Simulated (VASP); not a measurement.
# BN (P6_3mc) in VASP: single point with HSE06

Aim: the single point of BN with HSE06.

Everything below comes from runs of VASP 6.6.1. Logs are shortened: lines on timing, memory, paths and dates and some standing lists are left out, and cuts for length are marked.

### Step 1. The cell of the first run

It takes space group P6_3mc (No. 186, hexagonal). Conventional cell: a = 2.535 Å, b = 2.535 Å, c = 4.191 Å, α = 90.00°, β = 90.00°, γ = 120.00°. B (site symmetry 3m) has 4 N at 1.55 to 1.57 Å within 2.1 Å. N (site symmetry 3m) has 4 B at 1.55 to 1.57 Å within 2.1 Å.

### Step 2. Single point, HSE06

Contents of POSCAR:

```
BN
1.0
    2.5348464105      0.0000000000      0.0000000000
   -1.2674232052      2.1952413862      0.0000000000
    0.0000000000      0.0000000000      4.1907214775
B N
2 2
Direct
    0.3333333333      0.6666666667      0.0001873782
    0.6666666667      0.3333333333      0.5001873782
    0.3333333333      0.6666666667      0.3748126218
    0.6666666667      0.3333333333      0.8748126218
```

Contents of INCAR.step1:

```
SYSTEM = BN
ALGO = Normal
EDIFF = 1E-5
ENCUT = 520
GGA = PE
GGA_COMPAT = .False.
ISIF = 2
ISMEAR = -1
LASPH = .True.
LCHARG = .False.
LREAL = .False.
LWAVE = .True.
NBANDS = 16
NELM = 120
PREC = Accurate
SIGMA = 0.02
```

Contents of INCAR.step2:

```
SYSTEM = BN
ALGO = Normal
EDIFF = 1E-6
ENCUT = 520
GGA = PE
GGA_COMPAT = .False.
HFSCREEN = 0.2079
ISIF = 2
ISMEAR = -1
ISTART = 1
LASPH = .True.
LCHARG = .False.
LHFCALC = .True.
LREAL = .False.
LWAVE = .False.
NBANDS = 16
NELM = 120
PREC = Accurate
PRECFOCK = Normal
SIGMA = 0.02
```

Contents of KPOINTS:

```
k-points
0
Gamma
  9 9 4
  0 0 0
```

Potentials or basis: VASP PAW PBE potentials, release 64 (B, N).

Command:

```bash
> cat potpaw_PBE.64/B/POTCAR potpaw_PBE.64/N/POTCAR > POTCAR
> cp INCAR.step1 INCAR
> mpirun -np 1 vasp_std > vasp.out
> cp INCAR.step2 INCAR
> mpirun -np 1 vasp_std > vasp.out
```

OUTCAR:

```text
SYSTEM = BN
   EDIFF = 1E-6
   ENCUT = 520
   GGA = PE
   HFSCREEN = 0.2079
   ISIF = 2
   ISMEAR = -1
   ISTART = 1
   LASPH = .True.
   LHFCALC = .True.
   LREAL = .False.
   NELM = 120
   PREC = Accurate
   PRECFOCK = Normal

 ion  position               nearest neighbor table
   1  0.333  0.667  0.000-   4 1.55   4 1.55   4 1.55   3 1.57
   2  0.667  0.333  0.500-   3 1.55   3 1.55   3 1.55   4 1.57
   3  0.333  0.667  0.375-   2 1.55   2 1.55   2 1.55   1 1.57
   4  0.667  0.333  0.875-   1 1.55   1 1.55   1 1.55   2 1.57

  LATTYP: Found a hexagonal cell.
 ALAT       =     2.5348464105
 C/A-ratio  =     1.6532447331

  Lattice vectors:

 A1 = (   2.5348464105,   0.0000000000,   0.0000000000)
 A2 = (  -1.2674232052,   2.1952413862,   0.0000000000)
 A3 = (   0.0000000000,   0.0000000000,   4.1907214775)

Analysis of symmetry for initial positions (statically):
=====================================================================
 Subroutine PRICEL returns:
 Original cell was already a primitive cell.

 Routine SETGRP: Setting up the symmetry group for a
 hexagonal supercell.

 Subroutine GETGRP returns: Found 12 space group operations
 (whereof  6 operations were pure point group operations)
 out of a pool of 24 trial point group operations.

The static configuration has the point symmetry C_3v.
 The point group associated with its full space group is C_6v.

Analysis of symmetry for dynamics (positions and initial velocities):
=====================================================================
 Subroutine PRICEL returns:
 Original cell was already a primitive cell.

 Routine SETGRP: Setting up the symmetry group for a
 hexagonal supercell.

 Subroutine GETGRP returns: Found 12 space group operations
 (whereof  6 operations were pure point group operations)
 out of a pool of 24 trial point group operations.

The dynamic configuration has the point symmetry C_3v.
 The point group associated with its full space group is C_6v.

 Subroutine INISYM returns: Found 12 space group operations
 (whereof  6 operations are pure point group operations),
 and found     1 'primitive' translations

----------------------------------------------------------------------------------------

                                     Primitive cell

  volume of cell :      23.3197

  direct lattice vectors                    reciprocal lattice vectors
     2.534846411  0.000000000  0.000000000     0.394501219  0.227765385  0.000000000
    -1.267423205  2.195241386  0.000000000     0.000000000  0.455530770  0.000000000
     0.000000000  0.000000000  4.190721478     0.000000000  0.000000000  0.238622396

  length of vectors
     2.534846411  2.534846410  4.190721478     0.455530770  0.455530770  0.238622396

  position of ions in fractional coordinates (direct lattice)
     0.333333333  0.666666667  0.000187378
     0.666666667  0.333333333  0.500187378
     0.333333333  0.666666667  0.374812622
     0.666666667  0.333333333  0.874812622

  ion indices of the primitive-cell ions
   primitive index   ion index
                 1           1
                 2           2
                 3           3
                 4           4

----------------------------------------------------------------------------------------

 KPOINTS: k-points

Automatic generation of k-mesh.
 Grid dimensions read from file:
 generate k-points for:    9    9    4

 Generating k-lattice:

  Cartesian coordinates                     Fractional coordinates (reciprocal lattice)
     0.043833469  0.025307265  0.000000000     0.111111111 -0.000000000  0.000000000
     0.000000000  0.050614530  0.000000000     0.000000000  0.111111111  0.000000000
     0.000000000  0.000000000  0.059655599     0.000000000  0.000000000  0.250000000

  Length of vectors
     0.050614530  0.050614530  0.059655599

  Shift w.r.t. Gamma in fractional coordinates (k-lattice)
     0.000000000  0.000000000  0.000000000

 Subroutine IBZKPT returns following result:
 ===========================================

 Found     36 irreducible k-points:

 Following reciprocal coordinates:
            Coordinates               Weight
  0.000000  0.000000  0.000000      1.000000
  0.111111  0.000000  0.000000      6.000000
  0.222222  0.000000  0.000000      6.000000
  0.333333  0.000000  0.000000      6.000000
  0.444444  0.000000  0.000000      6.000000
  0.111111  0.111111  0.000000      6.000000
[... 16 lines left out ...]
  0.333333  0.222222  0.250000     24.000000
  0.333333  0.333333  0.250000      4.000000
 [... further k-points ...]
   k-points           NKPTS =     36   k-points in BZ     NKDIM =    324   number of bands    NBANDS=     16
   number of dos      NEDOS =    301   number of ions     NIONS =      4
   total plane-waves  NPLWV =  12800
   dimension x,y,z NGX =    20 NGY =   20 NGZ =   32
   dimension x,y,z NGXF=    40 NGYF=   40 NGZF=   64
   ions per type =               2   2
   NGX,Y,Z   is equivalent  to a cutoff of  13.12, 13.12, 12.69 a.u.
   NGXF,Y,Z  is equivalent  to a cutoff of  26.23, 26.23, 25.39 a.u.
 SYSTEM =  BN
   PREC   = accura    normal or accurate (medium, high low for compatibility)
   ISTART =      1    job   : 0-new  1-cont  2-samecut
   ICHARG =      0    charge: 1-file 2-atom 10-const
   ISPIN  =      1    spin polarized calculation?
   LNONCOLLINEAR =      F non collinear calculations
   LSORBIT =      F    spin-orbit coupling
   LASPH  =      T    aspherical Exc in radial PAW
   ENCUT  =  520.0 eV  38.22 Ry    6.18 a.u.   4.71  4.71  7.79*2*pi/ulx,y,z
   NELM   =    120;   NELMIN=  2; NELMDL=  0     # of ELM steps
   EDIFF  = 0.1E-05   stopping-criterion for ELM
   LREAL  =      F    real-space projection
   EDIFFG = 0.1E-04   stopping-criterion for IOM
   NSW    =      0    number of steps for IOM
   IBRION =     -1    ionic relax: 0-MD 1-quasi-New 2-CG
   NFREE  =      0    steps in history (QN), initial steepest desc. (CG)
   ISIF   =      2    stress and relaxation
   ISYM   =      3    0-nonsym 1-usesym 2-fastsym
   POTIM  = 0.5000    time-step for ionic-motion
   TEBEG  =    0.0;   TEEND  =   0.0 temperature during run
   PSTRESS=    0.0 pullay stress
   NELECT =      16.0000    total number of electrons
   NUPDOWN=      -1.0000    fix difference up-down
   EMIN   =  10.00;   EMAX   =-10.00  energy-range for DOS
   EFERMI =   0.00;   METHOD = LEGACY
   ISMEAR =    -1;   SIGMA  =   0.02  broadening in eV -4-tet -1-fermi 0-gaus
   EFERMI_NEDOS =   21; number of points for ismear=-14 and -15
   IALGO  =     38    algorithm
   IMIX   =      1    mixing-type and parameters
     AMIX     =   0.40;   BMIX     =  1.00
     AMIX_MAG =   1.60;   BMIX_MAG =  1.00
  volume/ion in A,a.u.               =       5.83        39.34
  Fermi-wavevector in a.u.,A,eV,Ry     =   1.443912  2.728597 28.366521  2.084880
  Thomas-Fermi vector in A             =   2.562266
   LORBIT       =      0    0 simple, 1 ext, 2 COOP (PROOUT), +10 PAW based schemes
   GGA     = PE    functional components
   LHFCALC =     T    Hartree Fock is set to
   PRECFOCK=normal    Normal, Fast or Accurate (Low or Medium for compatibility)
   ENCUT4O =  -1.0   cutoff for four orbital integrals eV
   NKREDX  =     1    reduce k-point grid by
   NKREDY  =     1    reduce k-point grid by
   NKREDZ  =     1    reduce k-point grid by
   AEXX    =    0.2500 exact exchange contribution
   HFSCREEN=    0.2079 screening length (either q_TF or 0.3 A-1)
   HFSCREENC=   0.2079 screening length for correlation (either q_TF or 0.3 A-1)
   ENCUTFOCK=  -1.0 apply spherical cutoff to Coloumb kernel
   IVDW    =     0    specifies the selected vdW correction
   LEPSILON=     F    determine dielectric tensor
   LRPA    =     F    only Hartree local field effects (RPA)
 non-spin polarized calculation
  energy-cutoff  :      520.00
  volume of cell :       23.32
 maximum number of plane-waves:       652
 NGX is ok and might be reduce to    20
  NGX = 16; NGY = 16; NGZ = 24

 number of electron      15.9999999 magnetization

 Free energy of the ion-electron system (eV)
  ---------------------------------------------------
  ext. energy  EPLUGINS =         0.00000000
  ---------------------------------------------------
  free energy    TOTEN  =       -40.58354627 eV

  energy without entropy =      -40.58354627  energy(sigma->0) =      -40.58354627

 E-fermi :   7.2541     XC(G=0): -10.5293

 val. band max:        6.8719788452   @ k =   0.0000   0.0000   0.0000
 cond. band min:      13.3703507846   @ k =   0.3333   0.3333   0.0000
 fundamental gap:      6.4983719394
 Fermi energy:         7.2540804858

 k-point     1 :       0.0000    0.0000    0.0000
  band No.  band energies     occupation
      1     -15.5780      2.00000
      2     -11.0555      2.00000
      3      -5.1261      2.00000
      4       4.5409      2.00000
      5       4.5409      2.00000
      6       6.6040      2.00000
[... 8 lines left out ...]
     15      20.8325      0.00000
     16      25.5722      0.00000

 k-point     2 :       0.1111    0.0000    0.0000
  band No.  band energies     occupation
      1     -15.2860      2.00000
      2     -10.8323      2.00000
      3      -4.8321      2.00000
      4       3.2560      2.00000
      5       4.0203      2.00000
      6       5.8029      2.00000
[... 8 lines left out ...]
     15      21.6730      0.00000
     16      25.0195      0.00000

 k-point     3 :       0.2222    0.0000    0.0000
  band No.  band energies     occupation
      1     -14.4275      2.00000
      2     -10.2243      2.00000
      3      -3.9722      2.00000
      4       0.5058      2.00000
      5       2.9562      2.00000
      6       3.4032      2.00000
[... 8 lines left out ...]
     15      23.6729      0.00000
     16      24.1890      0.00000
[... 362 lines left out ...]
 k-point    23 :       0.3333    0.2222    0.2500
  band No.  band energies     occupation
      1     -10.6204      2.00000
      2      -9.4906      2.00000
      3      -3.2916      2.00000
      4      -2.2294      2.00000
      5      -0.9965      2.00000
      6       1.0271      2.00000
[... 8 lines left out ...]
     15      25.0684      0.00000
     16      26.0674      0.00000

 k-point    24 :       0.3333    0.3333    0.2500
  band No.  band energies     occupation
      1      -9.7233      2.00000
      2      -9.7233      2.00000
      3      -2.7946      2.00000
      4      -2.2074      2.00000
      5      -2.2074      2.00000
      6       0.0281      2.00000
[... 8 lines left out ...]
     15      25.8554      0.00000
     16      25.8554      0.00000

 [... further k-points ...]

------------------------ aborting loop because EDIFF is reached ----------------------------------------

  FORCE on cell =-STRESS in cart. coord.  units (eV):
  Direction    XX          YY          ZZ          XY          YZ          ZX
  --------------------------------------------------------------------------------------
  -------------------------------------------------------------------------------------
  Total        0.0797304      0.0797304      0.0734418      0.0000000      0.0000000      0.0000000
  in kB        5.4778743      5.4778743      5.0458119      0.0000000      0.0000000      0.0000000
  external PRESSURE =       5.3338535 kB  Pullay stress =       0.0000000 kB

 VOLUME and BASIS-vectors are now :
 -----------------------------------------------------------------------------
  energy-cutoff  :      520.00
  volume of cell :       23.32
      direct lattice vectors                 reciprocal lattice vectors
     2.534846411  0.000000000  0.000000000     0.394501219  0.227765385  0.000000000
    -1.267423205  2.195241386  0.000000000     0.000000000  0.455530770  0.000000000
     0.000000000  0.000000000  4.190721478     0.000000000  0.000000000  0.238622396

 POSITION                                       TOTAL-FORCE (eV/Angst)
 -----------------------------------------------------------------------------------
     -0.00000      1.46349      0.00079        -0.000000      0.000000      0.002690
      1.26742      0.73175      2.09615         0.000000     -0.000000      0.002690
     -0.00000      1.46349      1.57074         0.000000      0.000000     -0.002690
      1.26742      0.73175      3.66610         0.000000     -0.000000     -0.002690
 -----------------------------------------------------------------------------------
    total drift:                                0.000000     -0.000000     -0.000107

  FREE ENERGIE OF THE ION-ELECTRON SYSTEM (eV)
  ---------------------------------------------------
  free  energy   TOTEN  =       -40.5835462705 eV

  energy  without entropy=      -40.5835462705  energy(sigma->0) =      -40.58354627
```

It took 28 min on 1 thread of AMD EPYC 9R45 (Zen 5), shared host; peak memory 0.22 GiB.

Results:

```yaml
Free_energy: -40.5835 eV
Pressure: 0.5 GPa
Band_gap_on_the_k_mesh: 6.50 eV (least direct gap 10.00 eV)
```

Forces in eV/Å, atoms in the order of the input:
```
B    0.000  0.000  0.003
B    0.000  0.000  0.003
N    0.000  0.000 -0.003
N    0.000  0.000 -0.003
```

Levels at points of the mesh, in eV from the valence-band top:
```
           k point  band 4  band 5  band 6  band 7  band 8  band 9  band 10  band 11  band 12  band 13
(0.00, 0.00, 0.00)   -2.33   -2.33   -0.27    0.00    0.00   10.13    10.13    10.43    11.38    12.79
(0.00, 0.00, 0.50)   -6.26   -1.29   -1.29   -1.29   -1.29   11.33    11.33    11.80    11.80    11.80
```

Caveat: the structure was generated, so it needn't be the stable form of BN; the PAW data sets were made with another functional, which shifts forces and pressure a little.
